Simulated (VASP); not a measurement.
Here is a VASP 6.6.1 calculation.

File POSCAR:

```
NaF
1.0
    0.0000000000      2.5312613515      2.5312613515
    2.5312613515      0.0000000000      2.5312613515
    2.5312613515      2.5312613515      0.0000000000
Na F
1 1
Direct
    0.0000000000      0.0000000000      0.0000000000
    0.2500000000      0.2500000000      0.2500000000
```

INCAR.step1

```
  PREC = Accurate
  ENCUT = 520
  ISMEAR = 0
  SIGMA = 0.01
  LREAL = False
  LASPH = True
  NELM = 100
  NBANDS = 14
  GGA = PE
  ALGO = Normal
  EDIFF = 1E-4
  LWAVE = True
  LCHARG = False
```

INCAR.step2

```
  PREC = Accurate
  ENCUT = 520
  EDIFF = 1E-6
  ISMEAR = 0
  SIGMA = 0.01
  LREAL = False
  LASPH = True
  NELM = 100
  ALGO = Normal
  ISIF = 2
  LWAVE = False
  LCHARG = False
  METAGGA = R2SCAN
  LMIXTAU = True
  NBANDS = 14
  ISTART = 1
```

KPOINTS

```
regular mesh
0
Gamma
  8 8 8
```

Potentials or basis: VASP PAW PBE potentials, release 64 (Na_pv, F).

The run is started by

```console
$ cat potpaw_PBE.64/Na_pv/POTCAR potpaw_PBE.64/F/POTCAR > POTCAR
$ cp INCAR.step1 INCAR
$ mpirun -np 1 vasp_std > vasp.out
$ cp INCAR.step2 INCAR
$ mpirun -np 1 vasp_std > vasp.out
```

(1) Predict the band gap on the k mesh.

(2) Predict the pressure.

Answers

(1) 6.27 eV, direct.

(2) -0.3 GPa.

Caveat: the PAW data sets were made with another functional, which shifts forces and pressure a little.
